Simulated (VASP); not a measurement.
Set up this calculation in VASP 6.6.1, as the native input.

```
Task                   : single point
Functional             : PBE
Potentials or basis    : VASP PAW PBE potentials, release 64 (B, N)
Cutoff                 : 520 eV
k mesh                 : 4 × 4 × 2, shifted
Occupations            : gaussian, width 0.01 eV
Spin                   : no spin polarisation
Dipole correction      : no
Further INCAR settings : ALGO = Normal; EDIFF = 1e-07; NBANDS = 16; ISYM = 0
```

The structure of BN lies in POSCAR:

```
BN
1.0
    2.4883437615     -0.0000000007      0.0000000000
   -1.2441718801      2.1549689112      0.0000000000
    0.0000000000      0.0000000000      6.4954828750
B N
2 2
Direct
    0.3333333333      0.6666666667      0.2500000000
    0.6666666667      0.3333333333      0.7500000000
    0.3333333333      0.6666666667      0.7500000000
    0.6666666667      0.3333333333      0.2500000000
```

These files were run (other wordings do the same):

INCAR

```
SYSTEM = BN
ALGO = Normal
EDIFF = 1E-7
ENCUT = 520
GGA = PE
ISIF = 2
ISMEAR = 0
ISYM = 0
LASPH = .TRUE.
LCHARG = .FALSE.
LREAL = .FALSE.
LWAVE = .FALSE.
NBANDS = 16
NELM = 60
PREC = Accurate
SIGMA = 0.01
```

KPOINTS

```
Automatic mesh
0
Gamma
  4 4 2
  0.25 0.25 0.25
```

Potentials or basis: VASP PAW PBE potentials, release 64 (B, N).

Command:

```console
$ cat potpaw_PBE.64/B/POTCAR potpaw_PBE.64/N/POTCAR > POTCAR
$ mpirun -np 1 vasp_std > vasp.out
```

Results of the run:

```yaml
Pressure: 8.6 GPa
Band_gap_on_the_k_mesh: 4.41 eV (least direct gap 4.71 eV)
```

Caveat: the stress differs along the axes, from 4 to 11 GPa; a shifted mesh leaves out Γ, where band edges can lie; this functional lacks dispersion, which binds layers or chains, so the pressure and a relaxed spacing across them are unreliable.

It took 69 s on 1 thread of Intel(R) Xeon(R) Platinum 8488C (Sapphire Rapids), with other jobs on the host, peak memory 0.2 GiB.
